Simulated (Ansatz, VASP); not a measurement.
# Two plane-wave programs on Mo

```
CELL_PARAMETERS angstrom
2.71014 0.00000 0.00000
-0.90338 2.55515 0.00000
0.00000 0.00000 20.42560
ATOMIC_POSITIONS crystal
Mo 0.00000 0.00000 0.39566
Mo 0.50000 0.50000 0.50000
Mo 0.00000 0.00000 0.60434
```

Alike in both runs: task single point; functional PBEsol; k mesh 13 × 13 × 1; occupations fermi-dirac, width 0.05 eV; no spin polarisation.

```csv
,VASP,Ansatz
version,VASP 6.6.1,Ansatz 0.2.0
potentials or method,"VASP PAW PBE potentials, release 64 (Mo_sv)","PAW with Ansatz's default frozen-core files, scalar-relativistic"
plane-wave cutoff (eV),520,420
valence electrons in the cell,42,42
```

|  | VASP | Ansatz | Ansatz less VASP |
| --- | --- | --- | --- |
| rms of the force components (eV/Å) | 0.016 | 0.002 | -0.0138 |

VASP's potentials were made for PBE, not for PBEsol. Atom by atom the forces differ by 0.014 eV/Å (rms over components). With one functional, cell and mesh, what is left measures potentials, basis and numerics. Ansatz's warnings: xc potential rough in thin density.
